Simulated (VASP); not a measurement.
## W: single point with PBEsol

Crystal: W.

```
W
1.0
    -1.68622    1.68622    1.43328
     1.68622   -1.68622    1.43328
     1.68622    1.68622   -1.43328
W
1
Direct
  0.00000 0.00000 0.00000
```

This cell differs from its parent crystal: ratio of the length along z to the lengths across it x 0.85, volume and fractional coordinates fixed.

```json
{
  "Program": "VASP 6.6.1",
  "Task": "single point",
  "Functional": "PBEsol",
  "Potentials or basis": "VASP PAW PBE potentials, release 64 (W_sv)",
  "Cutoff": "520 eV",
  "k mesh": "24 × 24 × 24",
  "Occupations": "gaussian, width 0.15 eV",
  "Spin": "no spin polarisation",
  "Dipole correction": "no",
  "Further INCAR settings": "ALGO = Fast; EDIFF = 1e-06; NBANDS = 13"
}
```

```json
{
 "Pressure": "-6.7 GPa",
 "Band gap on the k mesh": "zero (bands 7 and 8 overlap by 6.30 eV)"
}
```

Stress tensor (GPa, compression positive):
```
-19.83   0.00   0.00
  0.00 -19.83   0.00
  0.00   0.00  19.60
```

Levels at points of the mesh, in eV from the Fermi level:
```csv
k point,band 3,band 4,band 5,band 6,band 7,band 8,band 9,band 10,band 11,band 12
"(0.00, 0.00, 0.00)",-37.74,-37.57,-9.42,-2.37,-0.07,-0.07,0.51,3.41,13.75,13.75
"(0.50, 0.00, 0.00)",-38.13,-37.80,-5.99,-3.95,1.24,1.91,4.80,5.76,11.17,11.37
"(0.50, 0.50, 0.00)",-37.84,-37.67,-6.11,-1.64,-0.11,0.24,2.16,5.72,9.91,12.33
"(0.50, 0.50, 0.50)",-38.64,-38.14,-5.75,-5.38,4.96,4.96,5.53,6.68,6.68,11.25
```

Run time: 4.5 min on 1 thread of AMD EPYC 7R43 64-Core Processor (Zen 3), with other jobs on the host, peak memory 0.29 GiB.

Caveat: the cell stands under tension; the PAW data sets were made with another functional, which shifts forces and pressure a little; spin-orbit coupling is left out, which moves the levels of the heavy elements.
